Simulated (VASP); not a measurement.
# C (P6/mmm) in VASP: a series of runs

C is run at these levels: PBEsol+D3(BJ); tasks: single point.

All numbers are computed with VASP 6.6.1; they aren't measurements. Logs are shortened: lines on timing, memory, paths and dates and some standing lists are left out, and cuts for length are marked.

## (1) The cell of the first run

It takes space group P6/mmm (No. 191, hexagonal). The conventional cell has a = 2.458 Å, b = 2.458 Å, c = 3.529 Å, α = 90.00°, β = 90.00°, γ = 120.00°. C (site symmetry -6m2) has 3 C at 1.42 Å within 1.9 Å.

## (2) Single point, PBEsol+D3(BJ)

INCAR reads:

```
  PREC = Accurate
  ENCUT = 600
  EDIFF = 1E-6
  ISMEAR = 0
  SIGMA = 0.1
  LREAL = False
  LASPH = True
  NELM = 120
  ALGO = Normal
  ISIF = 2
  LWAVE = False
  LCHARG = True
  GGA = PS
  IVDW = 12
  LELF = True
  LVHAR = True
  NBANDS = 11
  GGA_COMPAT = False
```

KPOINTS reads:

```
Automatic mesh
0
Gamma
  21 21 6
```

POSCAR reads:

```
C
1.0
    2.4576582504      0.0000000000      0.0000000000
   -1.2288291252      2.1283944787      0.0000000000
    0.0000000000      0.0000000000      3.5294825081
C
2
Direct
    0.3333333333      0.6666666667      0.0000000000
    0.6666666667      0.3333333333      0.0000000000
```

Potentials or basis: VASP PAW PBE potentials, release 64 (C).

Run with:

```
> cat potpaw_PBE.64/C/POTCAR > POTCAR
> mpirun -np 1 vasp_std > vasp.out
```

OUTCAR:

```text
PREC = Accurate
   ENCUT = 600
   EDIFF = 1E-6
   ISMEAR = 0
   LREAL = False
   LASPH = True
   NELM = 120
   ISIF = 2
   GGA = PS
   IVDW = 12
 IVDW          = 12

 ion  position               nearest neighbor table
   1  0.333  0.667  0.000-   2 1.42   2 1.42   2 1.42
   2  0.667  0.333  0.000-   1 1.42   1 1.42   1 1.42

  LATTYP: Found a hexagonal cell.
 ALAT       =     2.4576582504
 C/A-ratio  =     1.4361160701

  Lattice vectors:

 A1 = (   2.4576582504,   0.0000000000,   0.0000000000)
 A2 = (  -1.2288291252,   2.1283944787,   0.0000000000)
 A3 = (   0.0000000000,   0.0000000000,   3.5294825081)

Analysis of symmetry for initial positions (statically):
=====================================================================
 Subroutine PRICEL returns:
 Original cell was already a primitive cell.

 Routine SETGRP: Setting up the symmetry group for a
 hexagonal supercell.

 Subroutine GETGRP returns: Found 24 space group operations
 (whereof 24 operations were pure point group operations)
 out of a pool of 24 trial point group operations.

The static configuration has the point symmetry D_6h.

Analysis of symmetry for dynamics (positions and initial velocities):
=====================================================================
 Subroutine PRICEL returns:
 Original cell was already a primitive cell.

 Routine SETGRP: Setting up the symmetry group for a
 hexagonal supercell.

 Subroutine GETGRP returns: Found 24 space group operations
 (whereof 24 operations were pure point group operations)
 out of a pool of 24 trial point group operations.

The dynamic configuration has the point symmetry D_6h.

 Subroutine INISYM returns: Found 24 space group operations
 (whereof 24 operations are pure point group operations),
 and found     1 'primitive' translations

----------------------------------------------------------------------------------------

                                     Primitive cell

  volume of cell :      18.4623

  direct lattice vectors                    reciprocal lattice vectors
     2.457658250  0.000000000  0.000000000     0.406891397  0.234918858  0.000000000
    -1.228829125  2.128394479  0.000000000     0.000000000  0.469837716  0.000000000
     0.000000000  0.000000000  3.529482508     0.000000000  0.000000000  0.283327654

  length of vectors
     2.457658250  2.457658250  3.529482508     0.469837716  0.469837716  0.283327654

  position of ions in fractional coordinates (direct lattice)
     0.333333333  0.666666667  0.000000000
     0.666666667  0.333333333  0.000000000

  ion indices of the primitive-cell ions
   primitive index   ion index
                 1           1
                 2           2

----------------------------------------------------------------------------------------

 KPOINTS: Automatic mesh

Automatic generation of k-mesh.
 Grid dimensions read from file:
 generate k-points for:   21   21    6

 Generating k-lattice:

  Cartesian coordinates                     Fractional coordinates (reciprocal lattice)
     0.019375781  0.011186612  0.000000000     0.047619048  0.000000000  0.000000000
     0.000000000  0.022373225  0.000000000     0.000000000  0.047619048  0.000000000
     0.000000000  0.000000000  0.047221276     0.000000000  0.000000000  0.166666667

  Length of vectors
     0.022373225  0.022373225  0.047221276

  Shift w.r.t. Gamma in fractional coordinates (k-lattice)
     0.000000000  0.000000000  0.000000000

 Subroutine IBZKPT returns following result:
 ===========================================

 Found    192 irreducible k-points:

 Following reciprocal coordinates:
            Coordinates               Weight
  0.000000  0.000000  0.000000      1.000000
  0.047619 -0.000000  0.000000      6.000000
  0.095238  0.000000  0.000000      6.000000
  0.142857  0.000000  0.000000      6.000000
  0.190476  0.000000  0.000000      6.000000
  0.238095 -0.000000  0.000000      6.000000
[... 16 lines left out ...]
  0.142857  0.095238  0.000000     12.000000
  0.190476  0.095238  0.000000     12.000000
 [... further k-points ...]
   k-points           NKPTS =    192   k-points in BZ     NKDIM =    192   number of bands    NBANDS=     11
   number of dos      NEDOS =    301   number of ions     NIONS =      2
   total plane-waves  NPLWV =  11200
   dimension x,y,z NGX =    20 NGY =   20 NGZ =   28
   dimension x,y,z NGXF=    40 NGYF=   40 NGZF=   56
   ions per type =               2
   NGX,Y,Z   is equivalent  to a cutoff of  13.53, 13.53, 13.19 a.u.
   NGXF,Y,Z  is equivalent  to a cutoff of  27.06, 27.06, 26.38 a.u.
 SYSTEM =  unknown system
   PREC   = accura    normal or accurate (medium, high low for compatibility)
   ISTART =      0    job   : 0-new  1-cont  2-samecut
   ICHARG =      2    charge: 1-file 2-atom 10-const
   ISPIN  =      1    spin polarized calculation?
   LNONCOLLINEAR =      F non collinear calculations
   LSORBIT =      F    spin-orbit coupling
   LASPH  =      T    aspherical Exc in radial PAW
   ENCUT  =  600.0 eV  44.10 Ry    6.64 a.u.   4.91  4.91  7.05*2*pi/ulx,y,z
   NELM   =    120;   NELMIN=  2; NELMDL= -5     # of ELM steps
   EDIFF  = 0.1E-05   stopping-criterion for ELM
   LREAL  =      F    real-space projection
   EDIFFG = 0.1E-04   stopping-criterion for IOM
   NSW    =      0    number of steps for IOM
   IBRION =     -1    ionic relax: 0-MD 1-quasi-New 2-CG
   NFREE  =      0    steps in history (QN), initial steepest desc. (CG)
   ISIF   =      2    stress and relaxation
   ISYM   =      2    0-nonsym 1-usesym 2-fastsym
   POTIM  = 0.5000    time-step for ionic-motion
   TEBEG  =    0.0;   TEEND  =   0.0 temperature during run
   PSTRESS=    0.0 pullay stress
   NELECT =       8.0000    total number of electrons
   NUPDOWN=      -1.0000    fix difference up-down
   EMIN   =  10.00;   EMAX   =-10.00  energy-range for DOS
   EFERMI =   0.00;   METHOD = LEGACY
   ISMEAR =     0;   SIGMA  =   0.10  broadening in eV -4-tet -1-fermi 0-gaus
   EFERMI_NEDOS =   21; number of points for ismear=-14 and -15
   IALGO  =     38    algorithm
   IMIX   =      4    mixing-type and parameters
     AMIX     =   0.40;   BMIX     =  1.00
     AMIX_MAG =   1.60;   BMIX_MAG =  1.00
  volume/ion in A,a.u.               =       9.23        62.29
  Fermi-wavevector in a.u.,A,eV,Ry     =   1.238825  2.341040 20.880688  1.534687
  Thomas-Fermi vector in A             =   2.373334
   LORBIT       =      0    0 simple, 1 ext, 2 COOP (PROOUT), +10 PAW based schemes
   GGA     = PS    functional components
   LHFCALC =     F    Hartree Fock is set to
   AEXX    =    0.0000 exact exchange contribution
   IVDW    =    12    specifies the selected vdW correction
   LEPSILON=     F    determine dielectric tensor
   LRPA    =     F    only Hartree local field effects (RPA)
 non-spin polarized calculation
 Gauss-broadening in eV      SIGMA  =   0.10
  energy-cutoff  :      600.00
  volume of cell :       18.46
 maximum number of plane-waves:       636
 NGX is ok and might be reduce to    20
   NGX =  9   NGY =  9   NGZ = 15

 number of electron       7.9999999 magnetization

 Free energy of the ion-electron system (eV)
  ---------------------------------------------------
  ext. energy  EPLUGINS =         0.00000000
  ---------------------------------------------------
  free energy    TOTEN  =       -19.27936830 eV

  energy without entropy =      -19.27936674  energy(sigma->0) =      -19.27936752

 E-fermi :   4.2486     XC(G=0): -10.1934

 val. band max:        4.0034909393   @ k =   0.3333   0.2857   0.0000
 cond. band min:       4.4873374706   @ k =   0.3333   0.3333   0.1667
 fundamental gap:      0.4838465314
 Fermi energy:         4.2485538379

 k-point     1 :       0.0000    0.0000    0.0000
  band No.  band energies     occupation
      1     -15.4145      2.00000
      2      -2.6582      2.00000
      3       1.2451      2.00000
      4       1.2451      2.00000
      5       7.8951      0.00000
      6      12.5724      0.00000
      7      12.5724      0.00000
      8      15.9653      0.00000
      9      16.9425      0.00000
     10      26.2495      0.00000
     11      28.1454      0.00000

 k-point     2 :       0.0476   -0.0000    0.0000
  band No.  band energies     occupation
      1     -15.3602      2.00000
      2      -2.5953      2.00000
      3       1.0229      2.00000
      4       1.1266      2.00000
      5       7.9621      0.00000
      6      12.6001      0.00000
      7      12.8089      0.00000
      8      15.7839      0.00000
      9      17.0314      0.00000
     10      26.4198      0.00000
     11      28.0553      0.00000

 k-point     3 :       0.0952    0.0000    0.0000
  band No.  band energies     occupation
      1     -15.1974      2.00000
      2      -2.4071      2.00000
      3       0.3992      2.00000
      4       0.8025      2.00000
      5       8.1632      0.00000
      6      12.6395      0.00000
      7      13.4848      0.00000
      8      15.2615      0.00000
      9      17.3139      0.00000
     10      26.8773      0.00000
     11      27.7288      0.00000

 k-point     4 :       0.1429    0.0000    0.0000
  band No.  band energies     occupation
      1     -14.9268      2.00000
      2      -2.0953      2.00000
      3      -0.5263      2.00000
      4       0.3454      2.00000
      5       8.4990      0.00000
      6      12.6160      0.00000
      7      14.4525      0.00000
      8      14.5210      0.00000
      9      17.7984      0.00000
     10      27.1008      0.00000
     11      27.4356      0.00000

 k-point     5 :       0.1905    0.0000    0.0000
  band No.  band energies     occupation
      1     -14.5494      2.00000
      2      -1.6636      2.00000
      3      -1.6467      2.00000
      4      -0.1687      2.00000
      5       8.9690      0.00000
      6      12.5039      0.00000
      7      13.4256      0.00000
      8      15.8290      0.00000
      9      18.4261      0.00000
     10      26.2538      0.00000
     11      27.6162      0.00000
[... 211 lines left out ...]
 k-point    21 :       0.4762    0.0476    0.0000
  band No.  band energies     occupation
      1     -10.0282      2.00000
      2      -9.0742      2.00000
      3      -2.3719      2.00000
      4       2.4705      2.00000
      5       6.6169      0.00000
      6      11.7950      0.00000
      7      15.0968      0.00000
      8      15.3089      0.00000
      9      22.2359      0.00000
     10      24.1680      0.00000
     11      26.9586      0.00000

 k-point    22 :       0.0952    0.0952    0.0000
  band No.  band energies     occupation
      1     -14.7648      2.00000
      2      -1.9094      2.00000
      3      -0.8693      2.00000
      4      -0.0852      2.00000
      5       8.7021      0.00000
      6      13.0333      0.00000
      7      14.0121      0.00000
      8      14.4988      0.00000
      9      18.2714      0.00000
     10      26.4560      0.00000
     11      27.6498      0.00000

 k-point    23 :       0.1429    0.0952    0.0000
  band No.  band energies     occupation
      1     -14.3882      2.00000
      2      -1.8170      2.00000
      3      -1.4797      2.00000
      4      -0.7021      2.00000
      5       9.1740      0.00000
      6      13.0514      0.00000
      7      13.1949      0.00000
      8      15.2429      0.00000
      9      19.1561      0.00000
     10      25.3648      0.00000
     11      27.6725      0.00000

 k-point    24 :       0.1905    0.0952    0.0000
  band No.  band energies     occupation
      1     -13.9064      2.00000
      2      -2.9247      2.00000
      3      -1.2846      2.00000
      4      -0.9363      2.00000
      5       9.7785      0.00000
      6      11.9489      0.00000
      7      13.1579      0.00000
      8      16.2530      0.00000
      9      20.1304      0.00000
     10      24.2549      0.00000
     11      26.8840      0.00000

 [... further k-points ...]

------------------------ aborting loop because EDIFF is reached ----------------------------------------

 Edisp (eV)   -0.20923

 E8    (eV) :    -0.1016

  FORCE on cell =-STRESS in cart. coord.  units (eV):
  Direction    XX          YY          ZZ          XY          YZ          ZX
  --------------------------------------------------------------------------------------
  -------------------------------------------------------------------------------------
  Total       0.07019     0.07019    -0.03774     0.00000     0.00000     0.00000
  in kB       6.09107     6.09107    -3.27507     0.00000     0.00000     0.00000
  external pressure =        2.97 kB  Pullay stress =        0.00 kB

 VOLUME and BASIS-vectors are now :
 -----------------------------------------------------------------------------
  energy-cutoff  :      600.00
  volume of cell :       18.46
      direct lattice vectors                 reciprocal lattice vectors
     2.457658250  0.000000000  0.000000000     0.406891397  0.234918858  0.000000000
    -1.228829125  2.128394479  0.000000000     0.000000000  0.469837716  0.000000000
     0.000000000  0.000000000  3.529482508     0.000000000  0.000000000  0.283327654

 POSITION                                       TOTAL-FORCE (eV/Angst)
 -----------------------------------------------------------------------------------
     -0.00000      1.41893      0.00000         0.000000     -0.000000      0.000000
      1.22883      0.70946      0.00000        -0.000000      0.000000      0.000000
 -----------------------------------------------------------------------------------
    total drift:                                0.000000     -0.000000     -0.000000

  FREE ENERGIE OF THE ION-ELECTRON SYSTEM (eV)
  ---------------------------------------------------
  free  energy   TOTEN  =       -19.4885959153 eV

  energy  without entropy=      -19.4885943592  energy(sigma->0) =      -19.48859514
```

It took 32 s on 1 thread of Intel Xeon Platinum 8259CL at 2.50GHz (Skylake/Cascade Lake), shared host; peak memory 0.16 GiB.

What came out:

```
Free energy                : -19.4886 eV
Pressure                   : 0.3 GPa
Band gap on the k mesh     : zero (band 4 reaches 4.76 eV, above the bottom of band 5 at 3.75 eV)
Dispersion energy per atom : -0.105 eV
```

Caveat: the PAW data sets were made with another functional, which shifts forces and pressure a little.

## (3) Single point, PBEsol+D3(BJ)

INCAR reads:

```
SYSTEM = C
  ALGO = Normal
  EDIFF = 1E-6
  ENCUT = 600
  GGA = PS
  GGA_COMPAT = .FALSE.
  ISIF = 2
  ISMEAR = 0
  IVDW = 12
  LASPH = .TRUE.
  LCHARG = .FALSE.
  LREAL = .FALSE.
  LWAVE = .FALSE.
  NBANDS = 11
  NELM = 120
  PREC = Accurate
  SIGMA = 0.1
```

KPOINTS reads:

```
k-points
0
G
  21 21 12
  0 0 0
```

POSCAR is that of step 2.

Potentials or basis: VASP PAW PBE potentials, release 64 (C).

Run with:

```
> cat potpaw_PBE.64/C/POTCAR > POTCAR
> mpirun -np 1 vasp_std > vasp.out
```

Wall time 48 s (1 thread of Intel Xeon Platinum 8259CL at 2.50GHz (Skylake/Cascade Lake), shared host); peak memory 0.19 GiB.

Results (log left out):

```
Free energy                : -19.4885 eV
Pressure                   : 0.3 GPa
Band gap on the k mesh     : zero (band 4 reaches 4.76 eV, above the bottom of band 5 at 3.75 eV)
Dispersion energy per atom : -0.105 eV
```

Stress tensor (GPa, compression positive):
```
 0.61  0.00  0.00
 0.00  0.61  0.00
 0.00  0.00 -0.32
```

Levels at points of the mesh, in eV from the Fermi level:
```csv
k point,band 2,band 3,band 4,band 5,band 6,band 7
"(0.00, 0.00, 0.00)",-6.89,-2.98,-2.98,3.67,8.34,8.34
"(0.00, 0.00, 0.50)",-8.44,-2.96,-2.96,8.41,8.41,9.20
```

Caveat: the PAW data sets were made with another functional, which shifts forces and pressure a little.
